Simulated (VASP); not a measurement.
# Sb5As3 (Antimony) (P1) in VASP: notebook, part 2 of 2

VASP 6.6.1.

## Step 3: Single point, PBE

Input file INCAR:

```
PREC     = Accurate       # precision mode
ENCUT    = 520            # plane-wave cutoff, eV
EDIFF    = 1E-7           # SCF threshold, eV
ISMEAR   = 1              # smearing method
SIGMA    = 0.05           # smearing width, eV
LREAL    = Auto         
LASPH    = T              # aspherical terms in the spheres
NELM     = 100            # most SCF steps
ALGO     = Normal         # electronic algorithm
ISIF     = 2              # what is computed and relaxed
LWAVE    = F              # write WAVECAR
LCHARG   = F              # write CHGCAR
GGA      = PE             # functional
NBANDS   = 54             # bands
```

Input file KPOINTS:

```
Automatic mesh
0
Gamma
  3 3 3
```

Input file POSCAR:

```
Sb5As3
1.0
    4.3084000000      2.4874600000      7.5160000000
   -4.3084000000      2.4874600000      7.5160000000
    0.0000000000     -4.9749200000      7.5160000000
As Sb
6 10
Direct
    0.1167450000      0.1167450000      0.1167450000
    0.3832550000      0.3832550000      0.3832550000
    0.3832550000      0.8832550000      0.3832550000
    0.8832550000      0.3832550000      0.8832550000
    0.6167450000      0.6167450000      0.1167450000
    0.6167450000      0.6167450000      0.6167450000
    0.1167450000      0.1167450000      0.6167450000
    0.3832550000      0.3832550000      0.8832550000
    0.1167450000      0.6167450000      0.1167450000
    0.1167450000      0.6167450000      0.6167450000
    0.3832550000      0.8832550000      0.8832550000
    0.6167450000      0.1167450000      0.1167450000
    0.8832550000      0.3832550000      0.3832550000
    0.6167450000      0.1167450000      0.6167450000
    0.8832550000      0.8832550000      0.3832550000
    0.8832550000      0.8832550000      0.8832550000
```

Potentials or basis: VASP PAW PBE potentials, release 64 (As, Sb).

The run is started by

```bash
$ cat potpaw_PBE.64/As/POTCAR potpaw_PBE.64/Sb/POTCAR > POTCAR
$ mpirun -np 1 vasp_std > vasp.out
```

OUTCAR:

```text
PREC = Accurate
   ENCUT = 520
   EDIFF = 1E-7
   ISMEAR = 1
   LREAL = Auto
   LASPH = T
   NELM = 100
   ISIF = 2
   GGA = PE

 ion  position               nearest neighbor table
   1  0.117  0.117  0.117-   4 2.91  11 2.91  15 2.91
   2  0.383  0.383  0.383-  10 2.91  14 2.91   5 2.91
   3  0.383  0.883  0.383-   6 2.91   7 2.91  12 2.91
   4  0.883  0.383  0.883-   1 2.91   5 2.91  10 2.91
   5  0.617  0.617  0.117-   4 2.91  11 2.91   2 2.91
   6  0.617  0.617  0.617-   3 2.91  13 2.91   8 2.91
   7  0.117  0.117  0.617-   3 2.91  13 2.91  16 2.91  11 3.35
   8  0.383  0.383  0.883-   9 2.91  12 2.91   6 2.91  10 3.35  14 3.35
   9  0.117  0.617  0.117-   8 2.91  16 2.91  13 2.91  15 3.35  11 3.35
  10  0.117  0.617  0.617-   2 2.91  15 2.91   4 2.91   8 3.35  16 3.35
  11  0.383  0.883  0.883-   1 2.91   5 2.91  14 2.91   7 3.35   9 3.35
  12  0.617  0.117  0.117-   8 2.91  16 2.91   3 2.91  15 3.35
  13  0.883  0.383  0.383-   6 2.91   7 2.91   9 2.91  14 3.35
  14  0.617  0.117  0.617-   2 2.91  15 2.91  11 2.91   8 3.35  16 3.35  13 3.35
  15  0.883  0.883  0.383-  10 2.91  14 2.91   1 2.91  12 3.35   9 3.35
  16  0.883  0.883  0.883-   9 2.91  12 2.91   7 2.91  10 3.35  14 3.35
[... 211 lines left out ...]
  band No.  band energies     occupation
      1      -7.1881      2.00000
      2      -5.9159      2.00000
      3      -5.5232      2.00000
      4      -5.2876      2.00000
      5      -5.1989      2.00000
      6      -5.1711      2.00000
[... 759 lines left out ...]
     51       7.5935      0.00000
     52       7.7182      0.00000
 [bands above 52 left out]

------------------------ aborting loop because EDIFF is reached ----------------------------------------

  FORCE on cell =-STRESS in cart. coord.  units (eV):
  Direction    XX          YY          ZZ          XY          YZ          ZX
  --------------------------------------------------------------------------------------
  -------------------------------------------------------------------------------------
  Total      -11.5714125    -12.1885521     -8.9445110     -0.2059645     -0.5585048      0.5189295
  in kB      -38.3607257    -40.4066230    -29.6522082     -0.6827989     -1.8515155      1.7203183
  external PRESSURE =     -36.1398523 kB  Pullay stress =       0.0000000 kB

 VOLUME and BASIS-vectors are now :
 -----------------------------------------------------------------------------
  energy-cutoff  :      520.00
  volume of cell :      483.29
      direct lattice vectors                 reciprocal lattice vectors
     4.308400000  2.487460000  7.516000000     0.116052363  0.067002752  0.044349831
    -4.308400000  2.487460000  7.516000000    -0.116052363  0.067002752  0.044349831
     0.000000000 -4.974920000  7.516000000     0.000000000 -0.134005505  0.044349831

 POSITION                                       TOTAL-FORCE (eV/Angst)
 -----------------------------------------------------------------------------------
      0.00000      0.00000      2.63237        -0.229198      0.162877     -1.012593
      0.00000      0.00000      8.64163        -0.026796      0.356730      1.103760
     -2.15420      1.24373     12.39963         0.304016     -0.085795      0.933744
      2.15420     -1.24373     16.15763        -0.115335     -0.298460      1.283112
      0.00000      2.48746     10.14837         0.236023     -0.177773     -1.310138
      0.00000      0.00000     13.90637        -0.229396      0.137670     -0.971698
[... 8 lines left out ...]
      0.00000      2.48746     16.15763        -0.003763      0.468773      0.203128
      0.00000      0.00000     19.91563        -0.022358     -0.166656     -0.276073
 -----------------------------------------------------------------------------------
    total drift:                               -0.000020      0.000032      0.000003

  FREE ENERGIE OF THE ION-ELECTRON SYSTEM (eV)
  ---------------------------------------------------
  free  energy   TOTEN  =       -67.8472645698 eV

  energy  without entropy=      -67.8460567338  energy(sigma->0) =      -67.84686196
```

Wall time 7.2 min (1 thread of Intel Xeon 6975P-C (Granite Rapids), shared host); peak memory 0.78 GiB.

What came out:

```
Free energy            : -67.8473 eV
Pressure               : -3.6 GPa
Largest force          : 1.343 eV/Å
Band gap on the k mesh : zero (band 40 reaches 5.21 eV, above the bottom of band 41 at 5.19 eV)
```

Forces in eV/Å, atoms in the order of the input:
```
As  -0.229  0.163 -1.013
As  -0.027  0.357  1.104
As   0.304 -0.086  0.934
As  -0.115 -0.298  1.283
As   0.236 -0.178 -1.310
As  -0.229  0.138 -0.972
Sb   0.432  0.454 -0.031
Sb   0.000  0.501  0.168
Sb   0.174 -0.091  0.236
Sb   0.593 -0.192 -0.641
Sb   0.174 -0.599  0.649
Sb  -0.150 -0.595 -0.048
Sb  -0.572 -0.190  0.060
Sb  -0.565  0.314 -0.346
Sb  -0.004  0.469  0.203
Sb  -0.022 -0.167 -0.276
```

Caveat: spin-orbit coupling is left out, which moves the levels of the heavy elements; forces of over 1 eV/Å act on the atoms, so gaps and moduli don't describe the material at rest.
